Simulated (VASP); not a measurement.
# Ir (I4/mmm) in VASP: a series of runs

The runs below take Ir through electric field gradients, with PBEsol.

All numbers are computed with VASP 6.6.1; they aren't measurements. Logs are shortened: lines on timing, memory, paths and dates and some standing lists are left out, and cuts for length are marked.

## 1. The cell of the first run

Symmetry: I4/mmm, No. 139, tetragonal system. Conventional cell: a = 2.633 Å, b = 2.633 Å, c = 3.839 Å, α = 90.00°, β = 90.00°, γ = 90.00°. Within 3.5 Å of Ir (site symmetry 4/mmm) lie 12 Ir at 2.63 to 2.67 Å.

## 2. Electric field gradients, PBEsol (equal xx and yy strain of -3 %)

Input file INCAR:

```
PREC = Accurate
ENCUT = 520
EDIFF = 1E-8
ISMEAR = -1
SIGMA = 0.05
LREAL = False
LASPH = True
NELM = 100
ALGO = Normal
ISIF = 2
LWAVE = False
LCHARG = False
GGA = PS
LEFG = True
NBANDS = 10
```

Input file KPOINTS:

```
Automatic mesh
0
Gamma
  15 15 15
```

Input file POSCAR:

```
Ir
1.0
    0.0000000000      1.8621090000      1.9197000000
    1.8621090000      0.0000000000      1.9197000000
    1.8621090000      1.8621090000      0.0000000000
Ir
1
Direct
    0.0000000000      0.0000000000      0.0000000000
```

Potentials or basis: VASP PAW PBE potentials, release 64 (Ir).

Started as:

```console
> cat potpaw_PBE.64/Ir/POTCAR > POTCAR
> mpirun -np 1 vasp_std > vasp.out
```

OUTCAR:

```text
PREC = Accurate
   ENCUT = 520
   EDIFF = 1E-8
   ISMEAR = -1
   LREAL = False
   LASPH = True
   NELM = 100
   ISIF = 2
   GGA = PS

 ion  position               nearest neighbor table
   1  0.000  0.000  0.000-

  LATTYP: Found a body centered tetragonal cell.
 ALAT       =     2.6334198024
 C/A-ratio  =     1.4579521262

  Lattice vectors:

 A1 = (  -1.8621090000,   0.0000000000,   1.9197000000)
 A2 = (   1.8621090000,   0.0000000000,   1.9197000000)
 A3 = (   0.0000000000,   1.8621090000,  -1.9197000000)

Analysis of symmetry for initial positions (statically):
=====================================================================
 Subroutine PRICEL returns:
 Original cell was already a primitive cell.

 Routine SETGRP: Setting up the symmetry group for a
 body centered tetragonal supercell.

 Subroutine GETGRP returns: Found 16 space group operations
 (whereof 16 operations were pure point group operations)
 out of a pool of 16 trial point group operations.

The static configuration has the point symmetry D_4h.

Analysis of symmetry for dynamics (positions and initial velocities):
=====================================================================
 Subroutine PRICEL returns:
 Original cell was already a primitive cell.

 Routine SETGRP: Setting up the symmetry group for a
 body centered tetragonal supercell.

 Subroutine GETGRP returns: Found 16 space group operations
 (whereof 16 operations were pure point group operations)
 out of a pool of 16 trial point group operations.

The dynamic configuration has the point symmetry D_4h.

 Subroutine INISYM returns: Found 16 space group operations
 (whereof 16 operations are pure point group operations),
 and found     1 'primitive' translations

----------------------------------------------------------------------------------------

                                     Primitive cell

  volume of cell :      13.3129

  direct lattice vectors                    reciprocal lattice vectors
     0.000000000  1.862109000  1.919700000    -0.268512745  0.268512745  0.260457363
     1.862109000  0.000000000  1.919700000     0.268512745 -0.268512745  0.260457363
     1.862109000  1.862109000  0.000000000     0.268512745  0.268512745 -0.260457363

  length of vectors
     2.674452845  2.674452845  2.633419802     0.460473916  0.460473916  0.460473916

  position of ions in fractional coordinates (direct lattice)
     0.000000000  0.000000000  0.000000000

  ion indices of the primitive-cell ions
   primitive index   ion index
                 1           1

----------------------------------------------------------------------------------------

 KPOINTS: Automatic mesh

Automatic generation of k-mesh.
 Grid dimensions read from file:
 generate k-points for:   15   15   15

 Generating k-lattice:

  Cartesian coordinates                     Fractional coordinates (reciprocal lattice)
    -0.017900850  0.017900850  0.017363824     0.066666667  0.000000000  0.000000000
     0.017900850 -0.017900850  0.017363824     0.000000000  0.066666667  0.000000000
     0.017900850  0.017900850 -0.017363824     0.000000000  0.000000000  0.066666667

  Length of vectors
     0.030698261  0.030698261  0.030698261

  Shift w.r.t. Gamma in fractional coordinates (k-lattice)
     0.000000000  0.000000000  0.000000000

 Subroutine IBZKPT returns following result:
 ===========================================

 Found    288 irreducible k-points:

 Following reciprocal coordinates:
            Coordinates               Weight
  0.000000  0.000000  0.000000      1.000000
  0.066667 -0.000000  0.000000      8.000000
  0.133333  0.000000  0.000000      8.000000
  0.200000 -0.000000  0.000000      8.000000
  0.266667  0.000000  0.000000      8.000000
  0.333333 -0.000000  0.000000      8.000000
[... 16 lines left out ...]
  0.133333  0.133333  0.000000      2.000000
  0.200000  0.133333  0.000000      8.000000
 [... further k-points ...]
   k-points           NKPTS =    288   k-points in BZ     NKDIM =    288   number of bands    NBANDS=     10
   number of dos      NEDOS =    301   number of ions     NIONS =      1
   total plane-waves  NPLWV =   8000
   dimension x,y,z NGX =    20 NGY =   20 NGZ =   20
   dimension x,y,z NGXF=    40 NGYF=   40 NGZF=   40
   ions per type =               1
   NGX,Y,Z   is equivalent  to a cutoff of  12.43, 12.43, 12.63 a.u.
   NGXF,Y,Z  is equivalent  to a cutoff of  24.86, 24.86, 25.25 a.u.
 SYSTEM =  unknown system
   PREC   = accura    normal or accurate (medium, high low for compatibility)
   ISTART =      0    job   : 0-new  1-cont  2-samecut
   ICHARG =      2    charge: 1-file 2-atom 10-const
   ISPIN  =      1    spin polarized calculation?
   LNONCOLLINEAR =      F non collinear calculations
   LSORBIT =      F    spin-orbit coupling
   LASPH  =      T    aspherical Exc in radial PAW
   ENCUT  =  520.0 eV  38.22 Ry    6.18 a.u.   4.97  4.97  4.90*2*pi/ulx,y,z
   NELM   =    100;   NELMIN=  2; NELMDL= -5     # of ELM steps
   EDIFF  = 0.1E-07   stopping-criterion for ELM
   LREAL  =      F    real-space projection
   EDIFFG = 0.1E-06   stopping-criterion for IOM
   NSW    =      0    number of steps for IOM
   IBRION =     -1    ionic relax: 0-MD 1-quasi-New 2-CG
   NFREE  =      0    steps in history (QN), initial steepest desc. (CG)
   ISIF   =      2    stress and relaxation
   ISYM   =      2    0-nonsym 1-usesym 2-fastsym
   POTIM  = 0.5000    time-step for ionic-motion
   TEBEG  =    0.0;   TEEND  =   0.0 temperature during run
   PSTRESS=    0.0 pullay stress
   NELECT =       9.0000    total number of electrons
   NUPDOWN=      -1.0000    fix difference up-down
   EMIN   =  10.00;   EMAX   =-10.00  energy-range for DOS
   EFERMI =   0.00;   METHOD = LEGACY
   ISMEAR =    -1;   SIGMA  =   0.05  broadening in eV -4-tet -1-fermi 0-gaus
   EFERMI_NEDOS =   21; number of points for ismear=-14 and -15
   IALGO  =     38    algorithm
   IMIX   =      4    mixing-type and parameters
     AMIX     =   0.40;   BMIX     =  1.00
     AMIX_MAG =   1.60;   BMIX_MAG =  1.00
  volume/ion in A,a.u.               =      13.31        89.84
  Fermi-wavevector in a.u.,A,eV,Ry     =   1.436805  2.715168 28.087982  2.064408
  Thomas-Fermi vector in A             =   2.555953
   LORBIT       =      0    0 simple, 1 ext, 2 COOP (PROOUT), +10 PAW based schemes
   GGA     = PS    functional components
   LHFCALC =     F    Hartree Fock is set to
   AEXX    =    0.0000 exact exchange contribution
   IVDW    =     0    specifies the selected vdW correction
   LEPSILON=     F    determine dielectric tensor
   LRPA    =     F    only Hartree local field effects (RPA)
 non-spin polarized calculation
  energy-cutoff  :      520.00
  volume of cell :       13.31
 maximum number of plane-waves:       372
   NGX =  9   NGY =  9   NGZ =  9

 number of electron       9.0000000 magnetization

 Free energy of the ion-electron system (eV)
  ---------------------------------------------------
  ext. energy  EPLUGINS =         0.00000000
  ---------------------------------------------------
  free energy    TOTEN  =        -9.75980509 eV

  energy without entropy =       -9.75254254  energy(sigma->0) =       -9.75617381

 E-fermi :  11.3964     XC(G=0): -14.4606

 val. band max:       11.3911100758   @ k =   0.2667   0.2667   0.0000
 cond. band min:      11.3987956905   @ k =  -0.1333   0.4667   0.4000
 fundamental gap:      0.0076856147
 Fermi energy:        11.3963909354

 k-point     1 :       0.0000    0.0000    0.0000
  band No.  band energies     occupation
      1      -0.5250      2.00000
      2       6.7671      2.00000
      3       7.2062      2.00000
      4       7.2062      2.00000
      5       9.7350      2.00000
      6      10.3343      2.00000
      7      25.5343      0.00000
      8      30.7694      0.00000
      9      31.8210      0.00000
     10      31.8210      0.00000

 k-point     2 :       0.0667   -0.0000    0.0000
  band No.  band energies     occupation
      1      -0.3140      2.00000
      2       6.7783      2.00000
      3       7.1698      2.00000
      4       7.2998      2.00000
      5       9.6846      2.00000
      6      10.2593      2.00000
      7      25.9093      0.00000
      8      30.3012      0.00000
      9      31.5795      0.00000
     10      32.1832      0.00000
[... 274 lines left out ...]
 k-point    24 :       0.2000    0.1333    0.0000
  band No.  band energies     occupation
      1       1.1697      2.00000
      2       5.7341      2.00000
      3       7.8963      2.00000
      4       8.1765      2.00000
      5       8.7541      2.00000
      6      10.7742      1.99999
      7      28.4182      0.00000
      8      28.7570      0.00000
      9      32.1829      0.00000
     10      32.5570      0.00000

 [... further k-points ...]

------------------------ aborting loop because EDIFF is reached ----------------------------------------

  FORCE on cell =-STRESS in cart. coord.  units (eV):
  Direction    XX          YY          ZZ          XY          YZ          ZX
  --------------------------------------------------------------------------------------
  -------------------------------------------------------------------------------------
  Total        2.5157487      2.5157487      1.3199822      0.0000000      0.0000000     -0.0000000
  in kB      302.7640301    302.7640301    158.8565441      0.0000000      0.0000000     -0.0000000
  external PRESSURE =     254.7948681 kB  Pullay stress =       0.0000000 kB

 VOLUME and BASIS-vectors are now :
 -----------------------------------------------------------------------------
  energy-cutoff  :      520.00
  volume of cell :       13.31
      direct lattice vectors                 reciprocal lattice vectors
     0.000000000  1.862109000  1.919700000    -0.268512745  0.268512745  0.260457363
     1.862109000  0.000000000  1.919700000     0.268512745 -0.268512745  0.260457363
     1.862109000  1.862109000  0.000000000     0.268512745  0.268512745 -0.260457363

 POSITION                                       TOTAL-FORCE (eV/Angst)
 -----------------------------------------------------------------------------------
      0.00000      0.00000      0.00000         0.000000     -0.000000     -0.000000
 -----------------------------------------------------------------------------------
    total drift:                                0.000000      0.000000      0.000000

  FREE ENERGIE OF THE ION-ELECTRON SYSTEM (eV)
  ---------------------------------------------------
  free  energy   TOTEN  =        -9.7598050850 eV

  energy  without entropy=       -9.7525425371  energy(sigma->0) =       -9.75617381

 Electric field gradients (V/A^2)
---------------------------------------------------------------------
 ion       V_xx      V_yy      V_zz      V_xy      V_xz      V_yz
---------------------------------------------------------------------
   1     -11.843   -11.843    23.685    -0.000     0.000     0.000
---------------------------------------------------------------------

 Electric field gradients after diagonalization (V/A^2)
 (convention: |V_zz| > |V_xx| > |V_yy|)
----------------------------------------------------------------------
 ion       V_xx      V_yy      V_zz     asymmetry (V_yy - V_xx)/ V_zz
----------------------------------------------------------------------
   1     -11.843   -11.843    23.685       0.000
----------------------------------------------------------------------

           NMR quadrupolar parameters

 Cq : quadrupolar parameter    Cq=e*Q*V_zz/h
 eta: asymmetry parameters     (V_yy - V_xx)/ V_zz
 Q  : nuclear electric quadrupole moment in mb (millibarn)
----------------------------------------------------------------------
 ion       Cq(MHz)       eta       Q (mb)
----------------------------------------------------------------------
   1       0.057       0.000       1.000
----------------------------------------------------------------------
```

Run time: 38 s. Hardware: 1 thread of Intel Xeon 8259CL, shared host; peak memory 0.16 GiB.

What came out:

```
Free energy                             : -9.7598 eV
Pressure                                : 25.5 GPa
Band gap on the k mesh                  : zero (an odd number of electrons rules out a gap without spin polarisation)
Largest electric field gradient by atom : Ir +23.7 V/Å²
```

Stress tensor (GPa, compression positive):
```
30.28  0.00  0.00
 0.00 30.28  0.00
 0.00  0.00 15.89
```

Levels at points of the mesh, in eV from the Fermi level:
```csv
k point,band 1,band 2,band 3,band 4,band 5,band 6,band 7,band 8,band 9
"(0.00, 0.00, 0.00)",-11.92,-4.63,-4.19,-4.19,-1.66,-1.06,14.14,19.37,20.42
```

Electric field gradients, principal values (V/Å²):
```
atom    least   middle  greatest (by size)
1 Ir  -11.843  -11.843              23.685
```

Caveat: the cell differs from its parent crystal (equal xx and yy strain of -3 %); the cell stands under pressure; without QUAD_EFG the Cq values of the log hold for a quadrupole moment of 1 mb, not for the nuclei; the PAW data sets were made with another functional, which shifts forces and pressure a little; spin-orbit coupling is left out, which moves the levels of the heavy elements.

## 3. Electric field gradients, PBEsol (equal xx and yy strain of -3 %)

Input file INCAR:

```
SYSTEM = Ir
ALGO     = Normal         ! electronic algorithm
EDIFF    = 1E-8           ! SCF threshold, eV
ENCUT    = 520            ! plane-wave cutoff, eV
GGA      = PS             ! functional
ISIF     = 2              ! what is computed and relaxed
ISMEAR   = -1             ! smearing method
LASPH    = .TRUE.         ! aspherical terms in the spheres
LCHARG   = .FALSE.        ! write CHGCAR
LEFG     = .TRUE.       
LREAL    = .FALSE.        ! projectors in reciprocal space
LWAVE    = .FALSE.        ! write WAVECAR
NBANDS   = 10             ! bands
NELM     = 80             ! most SCF steps
PREC     = Accurate       ! precision mode
SIGMA    = 0.05           ! smearing width, eV
```

Input file KPOINTS:

```
k-points
0
G
  15 15 15
  0 0 0
```

POSCAR is that of step 2.

Potentials or basis: VASP PAW PBE potentials, release 64 (Ir).

Started as:

```console
> cat potpaw_PBE.64/Ir/POTCAR > POTCAR
> mpirun -np 1 vasp_std > vasp.out
```

OUTCAR:

```text
SYSTEM = Ir
   EDIFF = 1E-8
   ENCUT = 520
   GGA = PS
   ISIF = 2
   ISMEAR = -1
   LASPH = .TRUE.
   LREAL = .FALSE.
   NELM = 80
   PREC = Accurate

 ion  position               nearest neighbor table
   1  0.000  0.000  0.000-

  LATTYP: Found a body centered tetragonal cell.
 ALAT       =     2.6334198024
 C/A-ratio  =     1.4579521262

  Lattice vectors:

 A1 = (  -1.8621090000,   0.0000000000,   1.9197000000)
 A2 = (   1.8621090000,   0.0000000000,   1.9197000000)
 A3 = (   0.0000000000,   1.8621090000,  -1.9197000000)

Analysis of symmetry for initial positions (statically):
=====================================================================
 Subroutine PRICEL returns:
 Original cell was already a primitive cell.

 Routine SETGRP: Setting up the symmetry group for a
 body centered tetragonal supercell.

 Subroutine GETGRP returns: Found 16 space group operations
 (whereof 16 operations were pure point group operations)
 out of a pool of 16 trial point group operations.
[... 492 lines left out ...]
 -----------------------------------------------------------------------------
  energy-cutoff  :      520.00
  volume of cell :       13.31
      direct lattice vectors                 reciprocal lattice vectors
     0.000000000  1.862109000  1.919700000    -0.268512745  0.268512745  0.260457363
     1.862109000  0.000000000  1.919700000     0.268512745 -0.268512745  0.260457363
     1.862109000  1.862109000  0.000000000     0.268512745  0.268512745 -0.260457363

 POSITION                                       TOTAL-FORCE (eV/Angst)
 -----------------------------------------------------------------------------------
      0.00000      0.00000      0.00000         0.000000     -0.000000     -0.000000
 -----------------------------------------------------------------------------------
    total drift:                                0.000000      0.000000      0.000000

  FREE ENERGIE OF THE ION-ELECTRON SYSTEM (eV)
  ---------------------------------------------------
  free  energy   TOTEN  =        -9.7598050850 eV

  energy  without entropy=       -9.7525425371  energy(sigma->0) =       -9.75617381

 Electric field gradients (V/A^2)
---------------------------------------------------------------------
 ion       V_xx      V_yy      V_zz      V_xy      V_xz      V_yz
---------------------------------------------------------------------
   1     -11.843   -11.843    23.685    -0.000     0.000     0.000
---------------------------------------------------------------------

 Electric field gradients after diagonalization (V/A^2)
 (convention: |V_zz| > |V_xx| > |V_yy|)
----------------------------------------------------------------------
 ion       V_xx      V_yy      V_zz     asymmetry (V_yy - V_xx)/ V_zz
----------------------------------------------------------------------
   1     -11.843   -11.843    23.685       0.000
----------------------------------------------------------------------

           NMR quadrupolar parameters

 Cq : quadrupolar parameter    Cq=e*Q*V_zz/h
 eta: asymmetry parameters     (V_yy - V_xx)/ V_zz
 Q  : nuclear electric quadrupole moment in mb (millibarn)
----------------------------------------------------------------------
 ion       Cq(MHz)       eta       Q (mb)
----------------------------------------------------------------------
   1       0.057       0.000       1.000
----------------------------------------------------------------------
```

stdout:

```text
POSCAR found type information on POSCAR Ir
 POSCAR found :  1 types and       1 ions
 scaLAPACK will be used
 -----------------------------------------------------------------------------
|                                                                             |
|                                                                             |
|     You enforced a specific xc type in the INCAR file but a different       |
|     I HOPE YOU KNOW WHAT YOU ARE DOING!                                     |
|                                                                             |
 -----------------------------------------------------------------------------

 LDA part: xc-table for (Slater+PW92), standard interpolation
 POSCAR, INCAR and KPOINTS ok, starting setup
 FFT: planning ... GRIDC
 FFT: planning ... GRID_SOFT
 FFT: planning ... GRID
 WAVECAR not read
 entering main loop
ion   1
```

Run time: 44 s. Hardware: 1 thread of Intel Xeon 8259CL, shared host; peak memory 0.16 GiB.

Results:

```yaml
Free_energy: -9.7598 eV
Pressure: 25.5 GPa
Band_gap_on_the_k_mesh: zero (an odd number of electrons rules out a gap without spin polarisation)
Largest_electric_field_gradient_by_atom: Ir +23.7 V/Å²
```

Stress tensor (GPa, compression positive):
```
30.28  0.00  0.00
 0.00 30.28  0.00
 0.00  0.00 15.89
```

Levels at points of the mesh, in eV from the Fermi level:
```csv
k point,band 2,band 3,band 4,band 5,band 6,band 7
"(0.00, 0.00, 0.00)",-4.63,-4.19,-4.19,-1.66,-1.06,14.14
```

Electric field gradients, principal values (V/Å²):
| atom | least | middle | greatest (by size) |
| --- | --- | --- | --- |
| 1 Ir | -11.843 | -11.843 | 23.685 |

Caveat: the cell differs from its parent crystal (equal xx and yy strain of -3 %); the cell stands under pressure; without QUAD_EFG the Cq values of the log hold for a quadrupole moment of 1 mb, not for the nuclei; the PAW data sets were made with another functional, which shifts forces and pressure a little; spin-orbit coupling is left out, which moves the levels of the heavy elements.
